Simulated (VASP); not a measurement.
Here is a VASP 6.6.1 calculation.

Contents of INCAR:

```
PREC     = Accurate       # precision mode
ENCUT    = 520            # plane-wave cutoff, eV
EDIFF    = 1E-6           # SCF threshold, eV
ISMEAR   = 0              # smearing method
SIGMA    = 0.15           # smearing width, eV
LREAL    = False          # projectors in reciprocal space
LASPH    = True           # aspherical terms in the spheres
NELM     = 80             # most SCF steps
ALGO     = Fast           # electronic algorithm
ISIF     = 2              # what is computed and relaxed
LWAVE    = False          # write WAVECAR
LCHARG   = False          # write CHGCAR
GGA      = PE             # functional
NBANDS   = 12             # bands
```

File KPOINTS:

```
Automatic mesh
0
Gamma
  22 22 22
```

File POSCAR:

```
Zn
1.0
   -0.8998985607      1.5646766467      1.5646766467
    1.5646766467     -0.8998985607      1.5646766467
    1.5646766467      1.5646766467     -0.8998985607
Zn
1
Direct
    0.0000000000      0.0000000000      0.0000000000
```

Potentials or basis: VASP PAW PBE potentials, release 64 (Zn).

Run with:

```console
$ cat potpaw_PBE.64/Zn/POTCAR > POTCAR
$ mpirun -np 1 vasp_std > vasp.out
```

(1) What does it give for the pressure?

(2) What does it give for the band gap on the k mesh?

## Answers

(1) 29.8 GPa.

(2) zero (bands 6 and 7 overlap by 8.59 eV).

Caveat: the cell stands under pressure.
